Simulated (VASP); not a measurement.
# Na4H in VASP: a series of runs

Runs on Na4H. Level: PBE. Tasks: single point.

All numbers are computed with VASP 6.6.1; they aren't measurements. Logs are shortened: lines on timing, memory, paths and dates and some standing lists are left out, and cuts for length are marked.

## 1. The cell of the first run

The cell holds a slab with vacuum, 10 atoms: a = 7.267 Å, b = 7.267 Å, c = 20.967 Å, α = 90.00°, β = 90.00°, γ = 109.47°.

## 2. Single point, PBE

The input, INCAR:

```
PREC     = Accurate       # precision mode
ENCUT    = 520            # plane-wave cutoff, eV
EDIFF    = 1E-6           # SCF threshold, eV
ISMEAR   = 0              # smearing method
SIGMA    = 0.1            # smearing width, eV
LREAL    = False          # projectors in reciprocal space
LASPH    = True           # aspherical terms in the spheres
NELM     = 60             # most SCF steps
ALGO     = Normal         # electronic algorithm
ISIF     = 2              # what is computed and relaxed
LWAVE    = False          # write WAVECAR
LCHARG   = False          # write CHGCAR
LDIPOL   = True         
IDIPOL   = 3            
DIPOL    = 0.5 0.5 0.310
GGA      = PE             # functional
NBANDS   = 40             # bands
```

The input, KPOINTS:

```
Automatic mesh
0
Gamma
  4 4 1
```

The input, POSCAR:

```
Na4H
1.0
    7.2665057608      0.0000000000      0.0000000000
   -2.4221685869      6.8509273320      0.0000000000
    0.0000000000      0.0000000000     20.9665385532
Na H
8 2
Direct
    0.2500000000      0.2500000000      0.1907801800
    0.2500000000      0.7500000000      0.1907801800
    0.7500000000      0.2500000000      0.1907801800
    0.7500000000      0.7500000000      0.1907801800
    0.0000000000      0.0000000000      0.3322693699
    0.0000000000      0.5000000000      0.3322693699
    0.5000000000      0.0000000000      0.3322693699
    0.5000000000      0.5000000000      0.3322693699
   -0.0516066473      0.7500000000      0.5039715319
    0.0516066473      0.7500000000      0.5039715319
```

Potentials or basis: VASP PAW PBE potentials, release 64 (Na_pv, H).

Command:

```bash
$ cat potpaw_PBE.64/Na_pv/POTCAR potpaw_PBE.64/H/POTCAR > POTCAR
$ mpirun -np 1 vasp_std > vasp.out
```

OUTCAR:

```text
PREC = Accurate
   ENCUT = 520
   EDIFF = 1E-6
   ISMEAR = 0
   LREAL = False
   LASPH = True
   NELM = 60
   ISIF = 2
   GGA = PE

 ion  position               nearest neighbor table
   1  0.250  0.250  0.191-
   2  0.250  0.750  0.191-
   3  0.750  0.250  0.191-
   4  0.750  0.750  0.191-
   5  0.000  0.000  0.332-
   6  0.000  0.500  0.332-
   7  0.500  0.000  0.332-
   8  0.500  0.500  0.332-
   9  0.948  0.750  0.504-  10 0.75
  10  0.052  0.750  0.504-   9 0.75

  LATTYP: Found a base centered orthorhombic cell.
 ALAT       =     8.3906381142
 B/A-ratio  =     1.4142135624
 C/A-ratio  =     2.4988014342

  Lattice vectors:

 A1 = (   7.2665057608,   0.0000000000,   0.0000000000)
 A2 = (  -2.4221685869,   6.8509273320,   0.0000000000)
 A3 = (   0.0000000000,   0.0000000000,  20.9665385532)

Analysis of symmetry for initial positions (statically):
=====================================================================
 Subroutine PRICEL returns:
 Original cell was already a primitive cell.

 Routine SETGRP: Setting up the symmetry group for a
 base centered orthorhombic supercell.

 Subroutine GETGRP returns: Found  2 space group operations
 (whereof  1 operations were pure point group operations)
 out of a pool of  8 trial point group operations.

The static configuration has the point symmetry C_1 .
 The point group associated with its full space group is C_2 .

Analysis of symmetry for dynamics (positions and initial velocities):
=====================================================================
 Subroutine PRICEL returns:
 Original cell was already a primitive cell.

 Routine SETGRP: Setting up the symmetry group for a
 base centered orthorhombic supercell.

 Subroutine GETGRP returns: Found  2 space group operations
 (whereof  1 operations were pure point group operations)
 out of a pool of  8 trial point group operations.

The dynamic configuration has the point symmetry C_1 .
 The point group associated with its full space group is C_2 .

 Subroutine INISYM returns: Found  2 space group operations
 (whereof  1 operations are pure point group operations),
 and found     1 'primitive' translations

----------------------------------------------------------------------------------------

                                     Primitive cell

  volume of cell :    1043.7626

  direct lattice vectors                    reciprocal lattice vectors
     7.266505761  0.000000000  0.000000000     0.137617726  0.048655214  0.000000000
    -2.422168587  6.850927332  0.000000000     0.000000000  0.145965641  0.000000000
     0.000000000  0.000000000 20.966538553     0.000000000  0.000000000  0.047695045

  length of vectors
     7.266505761  7.266505761 20.966538553     0.145965641  0.145965641  0.047695045

  position of ions in fractional coordinates (direct lattice)
     0.250000000  0.250000000  0.190780180
     0.250000000  0.750000000  0.190780180
     0.750000000  0.250000000  0.190780180
     0.750000000  0.750000000  0.190780180
     0.000000000  0.000000000  0.332269370
     0.000000000  0.500000000  0.332269370
     0.500000000  0.000000000  0.332269370
     0.500000000  0.500000000  0.332269370
     0.948393353  0.750000000  0.503971532
     0.051606647  0.750000000  0.503971532

  ion indices of the primitive-cell ions
   primitive index   ion index
                 1           1
                 2           2
                 3           3
                 4           4
                 5           5
                 6           6
                 7           7
                 8           8
                 9           9
                10          10

----------------------------------------------------------------------------------------

 KPOINTS: Automatic mesh

Automatic generation of k-mesh.
 Grid dimensions read from file:
 generate k-points for:    4    4    1

 Generating k-lattice:

  Cartesian coordinates                     Fractional coordinates (reciprocal lattice)
     0.034404432  0.012163803  0.000000000     0.250000000  0.000000000  0.000000000
     0.000000000  0.036491410  0.000000000     0.000000000  0.250000000  0.000000000
     0.000000000  0.000000000  0.047695045     0.000000000  0.000000000  1.000000000

  Length of vectors
     0.036491410  0.036491410  0.047695045

  Shift w.r.t. Gamma in fractional coordinates (k-lattice)
     0.000000000  0.000000000  0.000000000

 Subroutine IBZKPT returns following result:
 ===========================================

 Found     10 irreducible k-points:

 Following reciprocal coordinates:
            Coordinates               Weight
  0.000000  0.000000  0.000000      1.000000
  0.250000  0.000000  0.000000      2.000000
  0.000000  0.250000  0.000000      2.000000
  0.500000  0.000000  0.000000      1.000000
  0.000000  0.500000  0.000000      1.000000
  0.250000  0.250000  0.000000      2.000000
  0.500000  0.250000  0.000000      2.000000
[... 34 lines left out ...]
   EMIN   =  10.00;   EMAX   =-10.00  energy-range for DOS
   EFERMI =   0.00;   METHOD = LEGACY
   ISMEAR =     0;   SIGMA  =   0.10  broadening in eV -4-tet -1-fermi 0-gaus
   EFERMI_NEDOS =   21; number of points for ismear=-14 and -15
   IALGO  =     38    algorithm
   IMIX   =      4    mixing-type and parameters
     AMIX     =   0.40;   BMIX     =  1.00
     AMIX_MAG =   1.60;   BMIX_MAG =  1.00
  volume/ion in A,a.u.               =     104.38       704.37
  Fermi-wavevector in a.u.,A,eV,Ry     =   0.624717  1.180545  5.309970  0.390272
  Thomas-Fermi vector in A             =   1.685372
   LORBIT       =      0    0 simple, 1 ext, 2 COOP (PROOUT), +10 PAW based schemes
   GGA     = PE    functional components
   LHFCALC =     F    Hartree Fock is set to
   AEXX    =    0.0000 exact exchange contribution
   IVDW    =     0    specifies the selected vdW correction
   LEPSILON=     F    determine dielectric tensor
   LRPA    =     F    only Hartree local field effects (RPA)
 non-spin polarized calculation
 Gauss-broadening in eV      SIGMA  =   0.10
  energy-cutoff  :      520.00
  volume of cell :     1043.76
 maximum number of plane-waves:     28122
   NGX = 27   NGY = 27   NGZ = 77

 dipolmoment           0.000000      0.000000      0.000233 electrons x Angstroem

 number of electron      57.9999951 magnetization

 dipolmoment           0.000000      0.000000     -0.017114 electrons x Angstroem

 Free energy of the ion-electron system (eV)
  ---------------------------------------------------
  ext. energy  EPLUGINS =         0.00000000
  ---------------------------------------------------
  free energy    TOTEN  =       -15.98981279 eV

  energy without entropy =      -15.96255175  energy(sigma->0) =      -15.97618227

 E-fermi :  -1.8300     XC(G=0):  -2.6942

 val. band max:       -1.9288319885   @ k =   0.5000   0.5000   0.0000
 cond. band min:      -1.7961661283   @ k =   0.0000   0.2500   0.0000
 fundamental gap:      0.1326658602
 Fermi energy:        -1.8300302336

 k-point     1 :       0.0000    0.0000    0.0000
  band No.  band energies     occupation
      1     -27.0606      2.00000
      2     -27.0584      2.00000
      3     -27.0566      2.00000
      4     -27.0531      2.00000
      5     -27.0529      2.00000
      6     -27.0504      2.00000
[... 32 lines left out ...]
     39       0.5415      0.00000
     40       0.7952      0.00000

 k-point     2 :       0.2500    0.0000    0.0000
  band No.  band energies     occupation
      1     -27.0601      2.00000
      2     -27.0575      2.00000
      3     -27.0564      2.00000
      4     -27.0518      2.00000
      5     -27.0507      2.00000
      6     -27.0485      2.00000
[... 333 lines left out ...]
     39       1.0321      0.00000
     40       1.0990      0.00000

 k-point    10 :       0.5000    0.5000    0.0000
  band No.  band energies     occupation
      1     -27.0578      2.00000
      2     -27.0578      2.00000
      3     -27.0494      2.00000
      4     -27.0485      2.00000
      5     -27.0470      2.00000
      6     -27.0460      2.00000
[... 32 lines left out ...]
     39       1.2790      0.00000
     40       1.2803      0.00000

------------------------ aborting loop because EDIFF is reached ----------------------------------------

 vacuum level on the upper side and lower side of the slab       (xc-potential included)        -0.110        -0.077

  FORCE on cell =-STRESS in cart. coord.  units (eV):
  Direction    XX          YY          ZZ          XY          YZ          ZX
  --------------------------------------------------------------------------------------
  -------------------------------------------------------------------------------------
  Total       -0.8855831     -1.1595158      0.1610762     -0.3575407      0.0000000      0.0000000
  in kB       -1.3593716     -1.7798587      0.2472522     -0.5488256      0.0000000      0.0000000
  external PRESSURE =      -0.9639927 kB  Pullay stress =       0.0000000 kB

 VOLUME and BASIS-vectors are now :
 -----------------------------------------------------------------------------
  energy-cutoff  :      520.00
  volume of cell :     1043.76
      direct lattice vectors                 reciprocal lattice vectors
     7.266505761  0.000000000  0.000000000     0.137617726  0.048655214  0.000000000
    -2.422168587  6.850927332  0.000000000     0.000000000  0.145965641  0.000000000
     0.000000000  0.000000000 20.966538553     0.000000000  0.000000000  0.047695045

 POSITION                                       TOTAL-FORCE (eV/Angst)
 -----------------------------------------------------------------------------------
      1.21108      1.71273      4.00000         0.001187      0.001062     -0.010426
      0.00000      5.13820      4.00000         0.002225      0.000181     -0.008224
      4.84434      1.71273      4.00000        -0.001187     -0.001062     -0.010426
      3.63325      5.13820      4.00000        -0.002225     -0.000181     -0.008224
      0.00000      0.00000      6.96654        -0.002955      0.006629      0.000138
     -1.21108      3.42546      6.96654         0.002955     -0.006629      0.000138
      3.63325      0.00000      6.96654         0.004773      0.001346      0.004442
      2.42217      3.42546      6.96654        -0.004773     -0.001346      0.004442
      5.07488      5.13820     10.56654        -0.018401     -0.001951      0.014071
     -1.44163      5.13820     10.56654         0.018401      0.001951      0.014071
 -----------------------------------------------------------------------------------
    total drift:                               -0.000000     -0.000000     -0.007726

  FREE ENERGIE OF THE ION-ELECTRON SYSTEM (eV)
  ---------------------------------------------------
  free  energy   TOTEN  =       -15.9898127939 eV

  energy  without entropy=      -15.9625517471  energy(sigma->0) =      -15.97618227

 vacuum level on the upper side and lower side of the slab         0.953         0.973
```

Run time: 7.4 min. Hardware: 1 thread of Intel Xeon 6975P-C (Granite Rapids), shared host; peak memory 1.1 GiB.

Results:

* Free energy: -15.9898 eV
* Largest force: 0.023 eV/Å
* Band gap on the k mesh: zero (bands 29 and 30 overlap by 0.77 eV)

Forces on the atoms (eV/Å):
```
Na   0.001  0.001 -0.010
Na   0.002  0.000 -0.008
Na  -0.001 -0.001 -0.010
Na  -0.002  0.000 -0.008
Na  -0.003  0.007  0.000
Na   0.003 -0.007  0.000
Na   0.005  0.001  0.004
Na  -0.005 -0.001  0.004
H   -0.018 -0.002  0.014
H    0.018  0.002  0.014
```

## 3. Single point, PBE

The input, INCAR:

```
ALGO = Normal
DIPOL = 0.5 0.5 0.283
EDIFF = 1E-6
ENCUT = 520
GGA = PE
IDIPOL = 3
ISIF = 2
ISMEAR = 0
LASPH = T
LCHARG = F
LDIPOL = T
LREAL = F
LWAVE = F
NBANDS = 40
NELM = 100
PREC = Accurate
SIGMA = 0.1
```

The input, KPOINTS:

```
k-points
0
Gamma
  4 4 1
```

Changes to POSCAR since step 2:

```diff
@@ -16,3 +16,3 @@
     0.5000000000      0.5000000000      0.3322693699
-   -0.0516066473      0.7500000000      0.5039715319
-    0.0516066473      0.7500000000      0.5039715319
+   -0.0632353452      0.7500000000      0.3689945545
+    0.0632353452      0.7500000000      0.3689945545
```

Potentials or basis: VASP PAW PBE potentials, release 64 (Na_pv, H).

Command:

```bash
$ cat potpaw_PBE.64/Na_pv/POTCAR potpaw_PBE.64/H/POTCAR > POTCAR
$ mpirun -np 1 vasp_std > vasp.out
```

It took 7.9 min on 1 thread of Intel Xeon 6975P-C (Granite Rapids), shared host; peak memory 1.1 GiB.

Results (log left out):

```
Free energy            : -15.0059 eV
Largest force          : 1.800 eV/Å
Band gap on the k mesh : zero (bands 29 and 30 overlap by 0.63 eV)
```

Forces in eV/Å, atoms in the order of the input:
```
Na   0.009  0.001  0.033
Na   0.027  0.009  0.005
Na  -0.009 -0.001  0.033
Na  -0.027 -0.009  0.005
Na  -0.170  0.988 -0.475
Na   0.170 -0.988 -0.475
Na   0.052 -0.018  0.003
Na  -0.052  0.018  0.003
H    1.545 -0.815  0.433
H   -1.545  0.815  0.433
```

Levels at points of the mesh, in eV from the Fermi level:
```
           k point  band 25  band 26  band 27  band 28  band 29  band 30  band 31  band 32  band 33  band 34
(0.00, 0.00, 0.00)    -8.38    -2.56    -0.86    -0.12     0.41     0.45     0.56     0.86     1.23     1.35
(0.50, 0.00, 0.00)    -8.38    -1.99    -1.69    -0.53    -0.05     0.11     0.55     1.25     1.46     1.53
(0.00, 0.50, 0.00)    -8.38    -1.93    -1.68    -0.35    -0.25    -0.01     0.54     0.99     1.46     1.50
(0.50, 0.50, 0.00)    -8.37    -1.73    -1.46    -0.74    -0.49    -0.22     0.38     0.71     1.42     1.65
```

## 4. Single point, PBE

The input, INCAR:

```
SYSTEM = Na4H
PREC = Accurate
ENCUT = 520
EDIFF = 1E-6
ISMEAR = 0
SIGMA = 0.1
LREAL = .False.
LASPH = .True.
NELM = 100
ALGO = Normal
ISIF = 2
LWAVE = .False.
LCHARG = .False.
LDIPOL = .True.
IDIPOL = 3
DIPOL = 0.5 0.5 0.289
GGA = PE
NBANDS = 40
```

The input, KPOINTS:

```
Automatic mesh
0
Gamma
  4 4 1
  0 0 0
```

Changes to POSCAR since step 3:

```diff
@@ -16,3 +16,3 @@
     0.5000000000      0.5000000000      0.3322693699
-   -0.0632353452      0.7500000000      0.3689945545
-    0.0632353452      0.7500000000      0.3689945545
+   -0.0632353452      0.7500000000      0.3995193833
+    0.0632353452      0.7500000000      0.3995193833
```

Command:

```bash
$ cat potpaw_PBE.64/Na_pv/POTCAR potpaw_PBE.64/H/POTCAR > POTCAR
$ mpirun -np 1 vasp_std > vasp.out
```

Run time: 7.3 min. Hardware: 1 thread of Intel Xeon 6975P-C (Granite Rapids), shared host; peak memory 1 GiB.

Results (log left out):

```yaml
Free_energy: -15.3937 eV
Largest_force: 2.275 eV/Å
Band_gap_on_the_k_mesh: zero (bands 29 and 30 overlap by 0.65 eV)
```

Forces on the atoms (eV/Å):
```
Na   0.007  0.005  0.029
Na   0.018  0.001  0.021
Na  -0.007 -0.005  0.029
Na  -0.018 -0.001  0.021
Na  -0.054  0.244 -0.214
Na   0.054 -0.244 -0.214
Na   0.070 -0.005 -0.005
Na  -0.070  0.005 -0.005
H    2.256 -0.235  0.168
H   -2.256  0.235  0.168
```

Levels at points of the mesh, in eV from the Fermi level:
| k point | band 27 | band 28 | band 29 | band 30 | band 31 | band 32 |
| --- | --- | --- | --- | --- | --- | --- |
| (0.00, 0.00, 0.00) | -0.92 | 0.05 | 0.39 | 0.43 | 0.46 | 0.87 |
| (0.50, 0.00, 0.00) | -1.81 | -0.54 | -0.07 | 0.10 | 0.33 | 1.15 |
| (0.00, 0.50, 0.00) | -1.81 | -0.38 | -0.11 | -0.04 | 0.32 | 0.98 |
| (0.50, 0.50, 0.00) | -1.56 | -0.71 | -0.55 | -0.26 | 0.25 | 0.70 |

## 5. Single point, PBE

The input, INCAR:

```
PREC = Accurate
ENCUT = 520
EDIFF = 1E-7
ISMEAR = 0
SIGMA = 0.1
LREAL = F
LASPH = T
NELM = 80
ALGO = Normal
ISIF = 2
LWAVE = F
LCHARG = F
LDIPOL = T
IDIPOL = 3
DIPOL = 0.5 0.5 0.280
GGA = PE
NBANDS = 40
```

The input, KPOINTS:

```
Automatic mesh
0
Gamma
  4 4 1
```

Changes to POSCAR since step 4:

```diff
@@ -16,3 +16,3 @@
     0.5000000000      0.5000000000      0.3322693699
-   -0.0632353452      0.7500000000      0.3995193833
-    0.0632353452      0.7500000000      0.3995193833
+   -0.1823434872      0.7500000000      0.3537321401
+    0.1823434872      0.7500000000      0.3537321401
```

Command:

```bash
$ cat potpaw_PBE.64/Na_pv/POTCAR potpaw_PBE.64/H/POTCAR > POTCAR
$ mpirun -np 1 vasp_std > vasp.out
```

Run time: 7.1 min. Hardware: 1 thread of Intel Xeon 6975P-C (Granite Rapids), shared host; peak memory 1.1 GiB.

It converged, with:

| Quantity | Value |
| --- | --- |
| Free energy | -15.4101 eV |
| Largest force | 1.194 eV/Å |
| Band gap on the k mesh | zero (bands 29 and 30 overlap by 0.81 eV) |

Forces on the atoms (eV/Å):
```
Na  -0.004  0.014  0.039
Na  -0.010 -0.008 -0.001
Na   0.004 -0.014  0.039
Na   0.010  0.008 -0.001
Na   0.464  0.251 -0.032
Na  -0.464 -0.251 -0.032
Na  -0.162 -0.241  0.062
Na   0.162  0.241  0.062
H   -0.828 -0.857 -0.068
H    0.828  0.857 -0.068
```

Levels at points of the mesh, in eV from the Fermi level:
```tsv
k point	band 26	band 27	band 28	band 29	band 30	band 31	band 32	band 33
(0.00, 0.00, 0.00)	-2.00	-1.84	-0.38	0.47	0.48	0.81	0.96	1.22
(0.50, 0.00, 0.00)	-2.55	-1.30	-1.22	0.04	0.05	0.82	1.00	1.60
(0.00, 0.50, 0.00)	-1.91	-1.87	-1.18	-0.27	0.22	0.67	1.34	1.57
(0.50, 0.50, 0.00)	-2.43	-1.24	-1.18	-0.35	-0.34	0.56	0.62	1.75
```

## 6. Single point, PBE

The input, INCAR:

```
SYSTEM = Na4H
PREC = Accurate ; ENCUT = 520
EDIFF = 1E-6 ; ISMEAR = 0
SIGMA = 0.1 ; LREAL = .FALSE.
LASPH = .TRUE. ; NELM = 80
ALGO = Normal ; ISIF = 2
LWAVE = .FALSE. ; LCHARG = .FALSE.
LDIPOL = .TRUE. ; IDIPOL = 3
DIPOL = 0.5 0.5 0.286 ; GGA = PE
NBANDS = 40
```

The input, KPOINTS:

```
Automatic mesh
0
G
  4 4 1
  0 0 0
```

Changes to POSCAR since step 5:

```diff
@@ -16,3 +16,3 @@
     0.5000000000      0.5000000000      0.3322693699
-   -0.1823434872      0.7500000000      0.3537321401
-    0.1823434872      0.7500000000      0.3537321401
+   -0.1823434872      0.7500000000      0.3842569689
+    0.1823434872      0.7500000000      0.3842569689
```

Potentials or basis: VASP PAW PBE potentials, release 64 (Na_pv, H).

Command:

```bash
$ cat potpaw_PBE.64/Na_pv/POTCAR potpaw_PBE.64/H/POTCAR > POTCAR
$ mpirun -np 1 vasp_std > vasp.out
```

It took 6.2 min on 1 thread of Intel Xeon 6975P-C (Granite Rapids), shared host; peak memory 1 GiB.

It converged, with:

| Quantity | Value |
| --- | --- |
| Free energy | -15.0467 eV |
| Largest force | 0.846 eV/Å |
| Band gap on the k mesh | zero (bands 29 and 30 overlap by 0.85 eV) |

Forces on the atoms (eV/Å):
```
Na  -0.001  0.011  0.057
Na   0.008 -0.005 -0.055
Na   0.001 -0.011  0.057
Na  -0.008  0.005 -0.055
Na   0.204 -0.320  0.281
Na  -0.204  0.320  0.281
Na  -0.156 -0.330  0.274
Na   0.156  0.330  0.274
H   -0.560 -0.304 -0.557
H    0.560  0.304 -0.557
```

Levels at points of the mesh, in eV from the Fermi level:
```
           k point  band 26  band 27  band 28  band 29  band 30  band 31  band 32  band 33
(0.00, 0.00, 0.00)    -2.03    -1.17    -0.32     0.44     0.44     0.72     0.84     1.28
(0.50, 0.00, 0.00)    -2.16    -1.42    -1.13     0.09     0.10     0.70     0.79     1.75
(0.00, 0.50, 0.00)    -1.92    -1.35    -1.21    -0.19     0.21     0.53     0.98     1.73
(0.50, 0.50, 0.00)    -1.96    -1.31    -1.12    -0.44    -0.41     0.57     0.60     1.63
```

## 7. Overview

```tsv
cell	gap on the mesh (eV)	largest force (eV/Å)
as given, atomic positions A	none	0.02
as given, atomic positions B	none	1.80
as given, atomic positions C	none	2.27
as given, atomic positions D	none	1.19
as given, atomic positions E	none	0.85
```

Alike in all rows: task single point; level PBE; potentials or basis VASP PAW PBE potentials, release 64 (Na_pv, H); no spin polarisation; k mesh 4 × 4 × 1; cutoff (eV) 520; smearing gaussian 0.1 eV.

Total energies depend on the potentials used, so only differences within one code and one set of settings carry meaning.

The gap in the log of VASP goes by the Fermi energy; the results here count the filled bands.